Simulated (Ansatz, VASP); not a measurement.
# Two plane-wave programs on LuH2

```
Lu H
1.0
     0.00000    2.51650    2.51650
     2.51650    0.00000    2.51650
     2.51650    2.51650    0.00000
Lu H
1 2
Direct
  0.00000 0.00000 0.00000
  0.25000 0.25000 0.25000
  0.75000 0.75000 0.75000
```

Alike in both runs: task electric field gradients; functional LDA; k mesh 8 × 8 × 8; occupations fermi-dirac, width 0.02 eV; no spin polarisation.

|  | VASP | Ansatz |
| --- | --- | --- |
| version | VASP 6.6.1 | Ansatz 0.2.0 |
| potentials or method | VASP PAW PBE potentials, release 64 (Lu, H) | PAW with Ansatz's default frozen-core files, scalar-relativistic |
| plane-wave cutoff (eV) | 520 | 420 |
| valence electrons in the cell | 27 | 27 |

Ansatz gave:

```
pressure (GPa) : -6.7
```

Problem. Estimate VASP's values.

Solution. Pressure (GPa): -6.2.

VASP's potentials were made for PBE, not for LDA. LDA's correlation is that of Perdew and Zunger in VASP and of Perdew and Wang (1992) in Ansatz.

Spin-orbit coupling is off throughout.
